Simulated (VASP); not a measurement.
# MoPt (Pmma) in VASP: further runs

Runs on MoPt. Level: LDA. Tasks: single point.

Everything below comes from runs of VASP 6.6.1. Logs are shortened: lines on timing, memory, paths and dates and some standing lists are left out, and cuts for length are marked.

### Step 1. The cell of the first run

Symmetry: Pmma, No. 51, orthorhombic system. Conventional cell: a = 4.477 Å, b = 2.734 Å, c = 4.958 Å, α = 90.00°, β = 90.00°, γ = 90.00°. Within 3.6 Å of Mo (site symmetry mm2) lie 4 Mo at 2.73 to 2.75 Å and 8 Pt at 2.76 to 2.84 Å. Within 3.6 Å of Pt (site symmetry mm2) lie 4 Pt at 2.73 to 2.76 Å and 8 Mo at 2.76 to 2.84 Å.

### Step 2. Single point, LDA

Contents of INCAR:

```
PREC = Accurate ; ENCUT = 520
EDIFF = 1E-6 ; ISMEAR = -1
SIGMA = 0.5 ; LREAL = False
LASPH = True ; NELM = 60
ALGO = Normal ; ISIF = 2
LWAVE = False ; LCHARG = False
NBANDS = 32
```

Contents of KPOINTS:

```
regular mesh
0
Gamma
  5 8 4
```

Contents of POSCAR:

```
MoPt
1.0
    4.4766150000      0.0000000000      0.0000000000
    0.0000000000      2.7337350000      0.0000000000
    0.0000000000      0.0000000000      4.9584030000
Mo Pt
2 2
Direct
    0.2500000000      0.0000000000      0.1617500000
    0.7500000000      0.0000000000      0.8382500000
    0.2500000000      0.5000000000      0.6627290000
    0.7500000000      0.5000000000      0.3372710000
```

Potentials or basis: VASP PAW LDA potentials, release 64 (Mo_sv, Pt).

On the command line:

```sh
cat potpaw_LDA.64/Mo_sv/POTCAR potpaw_LDA.64/Pt/POTCAR > POTCAR
mpirun -np 1 vasp_std > vasp.out
```

OUTCAR:

```text
PREC = Accurate
   ENCUT = 520
   EDIFF = 1E-6
   ISMEAR = -1
   LREAL = False
   LASPH = True
   NELM = 60
   ISIF = 2

 ion  position               nearest neighbor table
   1  0.250  0.000  0.162-   2 2.75   2 2.75   4 2.76   4 2.76   4 2.76   4 2.76   3 2.83   3 2.83
                             3 2.84   3 2.84
   2  0.750  0.000  0.838-   1 2.75   1 2.75   3 2.76   3 2.76   3 2.76   3 2.76   4 2.83   4 2.83
                             4 2.84   4 2.84
   3  0.250  0.500  0.663-   4 2.76   4 2.76   2 2.76   2 2.76   2 2.76   2 2.76   1 2.83   1 2.83
                             1 2.84   1 2.84
   4  0.750  0.500  0.337-   3 2.76   3 2.76   1 2.76   1 2.76   1 2.76   1 2.76   2 2.83   2 2.83
                             2 2.84   2 2.84

  LATTYP: Found a simple orthorhombic cell.
 ALAT       =     2.7337350000
 B/A-ratio  =     1.6375453363
 C/A-ratio  =     1.8137833404

  Lattice vectors:

 A1 = (   0.0000000000,  -2.7337350000,   0.0000000000)
 A2 = (   4.4766150000,   0.0000000000,   0.0000000000)
 A3 = (   0.0000000000,   0.0000000000,   4.9584030000)

Analysis of symmetry for initial positions (statically):
=====================================================================
 Subroutine PRICEL returns:
 Original cell was already a primitive cell.

 Routine SETGRP: Setting up the symmetry group for a
 simple orthorhombic supercell.

 Subroutine GETGRP returns: Found  8 space group operations
 (whereof  4 operations were pure point group operations)
 out of a pool of  8 trial point group operations.

The static configuration has the point symmetry C_2h.
 The point group associated with its full space group is D_2h.

Analysis of symmetry for dynamics (positions and initial velocities):
=====================================================================
 Subroutine PRICEL returns:
 Original cell was already a primitive cell.

 Routine SETGRP: Setting up the symmetry group for a
 simple orthorhombic supercell.

 Subroutine GETGRP returns: Found  8 space group operations
 (whereof  4 operations were pure point group operations)
 out of a pool of  8 trial point group operations.

The dynamic configuration has the point symmetry C_2h.
 The point group associated with its full space group is D_2h.

 Subroutine INISYM returns: Found  8 space group operations
 (whereof  4 operations are pure point group operations),
 and found     1 'primitive' translations

----------------------------------------------------------------------------------------

                                     Primitive cell

  volume of cell :      60.6803

  direct lattice vectors                    reciprocal lattice vectors
     4.476615000  0.000000000  0.000000000     0.223383070  0.000000000  0.000000000
     0.000000000  2.733735000  0.000000000     0.000000000  0.365799904  0.000000000
     0.000000000  0.000000000  4.958403000     0.000000000  0.000000000  0.201677839

  length of vectors
     4.476615000  2.733735000  4.958403000     0.223383070  0.365799904  0.201677839

  position of ions in fractional coordinates (direct lattice)
     0.250000000  0.000000000  0.161750000
     0.750000000  0.000000000  0.838250000
     0.250000000  0.500000000  0.662729000
     0.750000000  0.500000000  0.337271000

  ion indices of the primitive-cell ions
   primitive index   ion index
                 1           1
                 2           2
                 3           3
                 4           4

----------------------------------------------------------------------------------------

 KPOINTS: regular mesh

Automatic generation of k-mesh.
 Grid dimensions read from file:
 generate k-points for:    5    8    4

 Generating k-lattice:

  Cartesian coordinates                     Fractional coordinates (reciprocal lattice)
     0.044676614  0.000000000  0.000000000     0.200000000  0.000000000  0.000000000
     0.000000000  0.045724988  0.000000000     0.000000000  0.125000000  0.000000000
     0.000000000  0.000000000  0.050419460     0.000000000  0.000000000  0.250000000

  Length of vectors
     0.044676614  0.045724988  0.050419460

  Shift w.r.t. Gamma in fractional coordinates (k-lattice)
     0.000000000  0.000000000  0.000000000

 Subroutine IBZKPT returns following result:
 ===========================================

 Found     45 irreducible k-points:

 Following reciprocal coordinates:
            Coordinates               Weight
  0.000000  0.000000  0.000000      1.000000
  0.200000  0.000000  0.000000      2.000000
  0.400000  0.000000  0.000000      2.000000
  0.000000  0.125000  0.000000      2.000000
  0.200000  0.125000  0.000000      4.000000
  0.400000  0.125000  0.000000      4.000000
[... 16 lines left out ...]
  0.200000  0.250000  0.250000      8.000000
  0.400000  0.250000  0.250000      8.000000
 [... further k-points ...]
   k-points           NKPTS =     45   k-points in BZ     NKDIM =     45   number of bands    NBANDS=     32
   number of dos      NEDOS =    301   number of ions     NIONS =      4
   total plane-waves  NPLWV =  28800
   dimension x,y,z NGX =    36 NGY =   20 NGZ =   40
   dimension x,y,z NGXF=    72 NGYF=   40 NGZF=   80
   ions per type =               2   2
   NGX,Y,Z   is equivalent  to a cutoff of  13.37, 12.16, 13.41 a.u.
   NGXF,Y,Z  is equivalent  to a cutoff of  26.74, 24.33, 26.82 a.u.
 SYSTEM =  unknown system
   PREC   = accura    normal or accurate (medium, high low for compatibility)
   ISTART =      0    job   : 0-new  1-cont  2-samecut
   ICHARG =      2    charge: 1-file 2-atom 10-const
   ISPIN  =      1    spin polarized calculation?
   LNONCOLLINEAR =      F non collinear calculations
   LSORBIT =      F    spin-orbit coupling
   LASPH  =      T    aspherical Exc in radial PAW
   ENCUT  =  520.0 eV  38.22 Ry    6.18 a.u.   8.32  5.08  9.22*2*pi/ulx,y,z
   NELM   =     60;   NELMIN=  2; NELMDL= -5     # of ELM steps
   EDIFF  = 0.1E-05   stopping-criterion for ELM
   LREAL  =      F    real-space projection
[... 7 lines left out ...]
   TEBEG  =    0.0;   TEEND  =   0.0 temperature during run
   PSTRESS=    0.0 pullay stress
   NELECT =      48.0000    total number of electrons
   NUPDOWN=      -1.0000    fix difference up-down
   EMIN   =  10.00;   EMAX   =-10.00  energy-range for DOS
   EFERMI =   0.00;   METHOD = LEGACY
   ISMEAR =    -1;   SIGMA  =   0.50  broadening in eV -4-tet -1-fermi 0-gaus
   EFERMI_NEDOS =   21; number of points for ismear=-14 and -15
   IALGO  =     38    algorithm
   IMIX   =      4    mixing-type and parameters
     AMIX     =   0.40;   BMIX     =  1.00
     AMIX_MAG =   1.60;   BMIX_MAG =  1.00
  volume/ion in A,a.u.               =      15.17       102.37
  Fermi-wavevector in a.u.,A,eV,Ry     =   1.514047  2.861133 31.189141  2.292337
  Thomas-Fermi vector in A             =   2.623756
   LORBIT       =      0    0 simple, 1 ext, 2 COOP (PROOUT), +10 PAW based schemes
   GGA     = CA    functional components
   LHFCALC =     F    Hartree Fock is set to
   AEXX    =    0.0000 exact exchange contribution
   IVDW    =     0    specifies the selected vdW correction
   LEPSILON=     F    determine dielectric tensor
   LRPA    =     F    only Hartree local field effects (RPA)
 non-spin polarized calculation
  energy-cutoff  :      520.00
  volume of cell :       60.68
 maximum number of plane-waves:      1660
 NGX is ok and might be reduce to    36
   NGX = 17   NGY = 11   NGZ = 19

 number of electron      47.9999998 magnetization

 Free energy of the ion-electron system (eV)
  ---------------------------------------------------
  ext. energy  EPLUGINS =         0.00000000
  ---------------------------------------------------
  free energy    TOTEN  =       -41.94737373 eV

  energy without entropy =      -39.22201145  energy(sigma->0) =      -40.58469259

 E-fermi :  12.2701     XC(G=0): -13.7128

 val. band max:       12.2670576322   @ k =   0.0000   0.3750   0.0000
 cond. band min:      12.2818442029   @ k =   0.0000   0.2500   0.5000
 fundamental gap:      0.0147865707
 Fermi energy:        12.2701453204

 k-point     1 :       0.0000    0.0000    0.0000
  band No.  band energies     occupation
      1     -48.5284      2.00000
      2     -48.4217      2.00000
      3     -23.0425      2.00000
      4     -22.9080      2.00000
      5     -22.6619      2.00000
      6     -22.4780      2.00000
[... 24 lines left out ...]
     31      16.2704      0.00067
     32      17.2376      0.00010

 k-point     2 :       0.2000    0.0000    0.0000
  band No.  band energies     occupation
      1     -48.5180      2.00000
      2     -48.4317      2.00000
      3     -23.0461      2.00000
      4     -22.9295      2.00000
      5     -22.6300      2.00000
      6     -22.4898      2.00000
[... 24 lines left out ...]
     31      15.6503      0.00232
     32      16.8612      0.00021

 k-point     3 :       0.4000    0.0000    0.0000
  band No.  band energies     occupation
      1     -48.4911      2.00000
      2     -48.4581      2.00000
      3     -23.0312      2.00000
      4     -22.9825      2.00000
      5     -22.5693      2.00000
      6     -22.5204      2.00000
[... 24 lines left out ...]
     31      14.9546      0.00928
     32      15.7956      0.00173

 k-point     4 :       0.0000    0.1250    0.0000
  band No.  band energies     occupation
      1     -48.5116      2.00000
      2     -48.4054      2.00000
      3     -23.0258      2.00000
      4     -22.8918      2.00000
      5     -22.6475      2.00000
      6     -22.4645      2.00000
[... 654 lines left out ...]
     31      18.9733      0.00000
     32      19.0683      0.00000

 k-point    23 :       0.2000    0.2500    0.2500
  band No.  band energies     occupation
      1     -48.4605      2.00000
      2     -48.3762      2.00000
      3     -22.9873      2.00000
      4     -22.8749      2.00000
      5     -22.7786      2.00000
      6     -22.6953      2.00000
[... 24 lines left out ...]
     31      17.0174      0.00015
     32      19.5937      0.00000

 k-point    24 :       0.4000    0.2500    0.2500
  band No.  band energies     occupation
      1     -48.4344      2.00000
      2     -48.4022      2.00000
      3     -22.9753      2.00000
      4     -22.9308      2.00000
      5     -22.7516      2.00000
      6     -22.7197      2.00000
[... 24 lines left out ...]
     31      16.3725      0.00055
     32      17.5220      0.00005

 [... further k-points ...]

------------------------ aborting loop because EDIFF is reached ----------------------------------------

  FORCE on cell =-STRESS in cart. coord.  units (eV):
  Direction    XX          YY          ZZ          XY          YZ          ZX
  --------------------------------------------------------------------------------------
  -------------------------------------------------------------------------------------
  Total       -1.1322017     -1.0521334     -2.8417514      0.0000000      0.0000000      0.0000000
  in kB      -29.8941626    -27.7800759    -75.0323722      0.0000000      0.0000000      0.0000000
  external PRESSURE =     -44.2355369 kB  Pullay stress =       0.0000000 kB

 VOLUME and BASIS-vectors are now :
 -----------------------------------------------------------------------------
  energy-cutoff  :      520.00
  volume of cell :       60.68
      direct lattice vectors                 reciprocal lattice vectors
     4.476615000  0.000000000  0.000000000     0.223383070  0.000000000  0.000000000
     0.000000000  2.733735000  0.000000000     0.000000000  0.365799904  0.000000000
     0.000000000  0.000000000  4.958403000     0.000000000  0.000000000  0.201677839

 POSITION                                       TOTAL-FORCE (eV/Angst)
 -----------------------------------------------------------------------------------
      1.11915      0.00000      0.80202        -0.000000      0.000000      0.092944
      3.35746      0.00000      4.15638         0.000000      0.000000     -0.092944
      1.11915      1.36687      3.28608         0.000000     -0.000000      0.264005
      3.35746      1.36687      1.67233         0.000000      0.000000     -0.264005
 -----------------------------------------------------------------------------------
    total drift:                                0.000000     -0.000000      0.000000

  FREE ENERGIE OF THE ION-ELECTRON SYSTEM (eV)
  ---------------------------------------------------
  free  energy   TOTEN  =       -41.9473737330 eV

  energy  without entropy=      -39.2220114516  energy(sigma->0) =      -40.58469259
```

It took 71 s on 1 thread of AMD EPYC 7R43 (Zen 3), shared host; peak memory 0.16 GiB.

Results:

```yaml
Free_energy: -41.9474 eV
Pressure: -4.4 GPa
Largest_force: 0.264 eV/Å
Band_gap_on_the_k_mesh: zero (band 24 reaches 12.92 eV, above the bottom of band 25 at 10.81 eV)
```

Forces in eV/Å, atoms in the order of the input:
```
Mo   0.000  0.000  0.093
Mo   0.000  0.000 -0.093
Pt   0.000  0.000  0.264
Pt   0.000  0.000 -0.264
```

Caveat: spin-orbit coupling is left out, which moves the levels of the heavy elements.

### Step 3. Single point, LDA

Contents of INCAR:

```
  ALGO = Normal
  EDIFF = 1E-6
  ENCUT = 520
  ISIF = 2
  ISMEAR = -1
  LASPH = T
  LCHARG = F
  LREAL = F
  LWAVE = F
  NBANDS = 32
  NELM = 60
  PREC = Accurate
  SIGMA = 0.3
```

Contents of KPOINTS:

```
k-points
0
Gamma
  5 8 4
```

POSCAR is that of step 2.

Potentials or basis: VASP PAW LDA potentials, release 64 (Mo_sv, Pt).

On the command line:

```sh
cat potpaw_LDA.64/Mo_sv/POTCAR potpaw_LDA.64/Pt/POTCAR > POTCAR
mpirun -np 1 vasp_std > vasp.out
```

It took 70 s on 1 thread of AMD EPYC 7R43 (Zen 3), shared host; peak memory 0.16 GiB.

It converged, with:

```yaml
Free_energy: -41.1070 eV
Pressure: -8.1 GPa
Largest_force: 0.214 eV/Å
Band_gap_on_the_k_mesh: zero (band 24 reaches 12.89 eV, above the bottom of band 25 at 10.80 eV)
```

Forces on the atoms (eV/Å):
```
Mo   0.000  0.000  0.075
Mo   0.000  0.000 -0.075
Pt   0.000  0.000  0.214
Pt   0.000  0.000 -0.214
```

Stress tensor (GPa, compression positive):
```
-7.36  0.00  0.00
 0.00 -7.06  0.00
 0.00  0.00 -9.78
```

Levels at points of the mesh, in eV from the Fermi level:
| k point | band 22 | band 23 | band 24 | band 25 | band 26 | band 27 |
| --- | --- | --- | --- | --- | --- | --- |
| (0.00, 0.00, 0.00) | -1.74 | -1.71 | -1.36 | 0.40 | 1.64 | 1.76 |
| (0.00, 0.50, 0.00) | -1.38 | -1.06 | -0.04 | 0.98 | 1.50 | 1.84 |
| (0.00, 0.00, 0.50) | -2.18 | -1.90 | -1.90 | -1.45 | 0.41 | 1.08 |
| (0.00, 0.50, 0.50) | -0.84 | 0.47 | 0.64 | 0.70 | 2.46 | 2.58 |

Caveat: spin-orbit coupling is left out, which moves the levels of the heavy elements.
